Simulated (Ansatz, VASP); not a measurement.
**Si3Ag in VASP and in Ansatz**

File INCAR:

```
SYSTEM = Si3Ag
PREC = Accurate
ENCUT = 520
EDIFF = 1E-7
ISMEAR = 0
SIGMA = 0.1
LREAL = .False.
LASPH = .True.
NELM = 100
ALGO = Normal
ISIF = 2
LWAVE = .False.
LCHARG = .False.
GGA = PE
NBANDS = 20
```

The input KPOINTS:

```
regular mesh
0
Gamma
  4 4 4
  0 0 0
```

The input POSCAR:

```
Si3Ag
1.0
    0.0000000000      3.3799359600      3.3799359600
    3.3799359600      0.0000000000      3.3799359600
    3.3799359600      3.3799359600      0.0000000000
Si Ag
3 1
Direct
    0.0000000000      0.0000000000      0.0000000000
    0.2500000000      0.2500000000      0.2500000000
    0.7500000000      0.7500000000      0.7500000000
    0.5000000000      0.5000000000      0.5000000000
```

Input for Ansatz:

```yaml
crystal:
  lattice:
    - [0.0, 3.37993596, 3.37993596]
    - [3.37993596, 0.0, 3.37993596]
    - [3.37993596, 3.37993596, 0.0]
  atoms:
    - { symbol: Si, position: [0.0, 0.0, 0.0] }
    - { symbol: Si, position: [0.25, 0.25, 0.25] }
    - { symbol: Si, position: [0.75, 0.75, 0.75] }
    - { symbol: Ag, position: [0.5, 0.5, 0.5] }
basis:
  ecutwfc: 420
kpoints:
  mp_grid: { grid: [4, 4, 4] }
hamiltonian:
  xc: pbe
scf:
  occupations: { method: gaussian, width: 0.1 }
  lower_state_search: "off"
output:
  forces: true
  stress: true
  eigenvalues: true
```

Alike in both runs: task single point; functional PBE; k mesh 4 × 4 × 4; occupations gaussian, width 0.1 eV; no spin polarisation.

```csv
,VASP,Ansatz
version,VASP 6.6.1,Ansatz 0.2.0
potentials or method,"VASP PAW PBE potentials, release 64 (Si, Ag), cutoff 520 eV","scalar-relativistic, plane waves, PAW"
valence electrons in the cell,23,31
```

|  | VASP | Ansatz | Ansatz less VASP |
| --- | --- | --- | --- |
| gap on the k mesh at the Fermi level (eV) | none | none | - |
| pressure (GPa) | -9.6 | -9.6 | +0.01 |

A gap of «none» marks a metal or a gap that the smearing closes. The functional is the same, so the differences come from potentials, cutoffs and numerics. VASP's potentials hold 23 valence electrons a cell and Ansatz's 31, so a difference there can come from the potentials and not from the codes.

The k mesh is coarse, so the values compare programs but aren't converged.
